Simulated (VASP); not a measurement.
A run of VASP 6.6.1 is set up as follows.

File POSCAR:

```
PbO2
1.0
    0.0000000000      2.6468338291      2.6468338291
    2.6468338291      0.0000000000      2.6468338291
    2.6468338291      2.6468338291      0.0000000000
Pb O
1 2
Direct
    0.0000000000      0.0000000000      0.0000000000
    0.7500000000      0.7500000000      0.7500000000
    0.2500000000      0.2500000000      0.2500000000
```

Contents of INCAR.step1:

```
  ALGO = Normal
  EDIFF = 1E-4
  ENCUT = 520
  GGA = PE
  ISMEAR = -1
  LASPH = True
  LCHARG = False
  LREAL = False
  LWAVE = True
  NBANDS = 20
  NELM = 60
  PREC = Accurate
  SIGMA = 0.05
```

Contents of INCAR.step2:

```
  ALGO = Normal
  EDIFF = 1E-7
  ENCUT = 520
  ISIF = 2
  ISMEAR = -1
  ISTART = 1
  LASPH = True
  LCHARG = False
  LMIXTAU = True
  LREAL = False
  LWAVE = False
  METAGGA = R2SCAN
  NBANDS = 20
  NELM = 60
  PREC = Accurate
  SIGMA = 0.05
```

KPOINTS

```
k-points
0
Gamma
  9 9 9
```

Potentials or basis: VASP PAW PBE potentials, release 64 (Pb_d, O).

Run with:

```sh
$ cat potpaw_PBE.64/Pb_d/POTCAR potpaw_PBE.64/O/POTCAR > POTCAR
$ cp INCAR.step1 INCAR
$ mpirun -np 1 vasp_std > vasp.out
$ cp INCAR.step2 INCAR
$ mpirun -np 1 vasp_std > vasp.out
```

(1) What does it give for the band gap on the k mesh?

(2) Estimate the pressure.

Results:

(1) zero (band 13 reaches 6.05 eV, above the bottom of band 14 at 4.74 eV).

(2) 3.6 GPa.

Caveat: the PAW data sets were made with another functional, which shifts forces and pressure a little; spin-orbit coupling is left out, which moves the levels of the heavy elements.
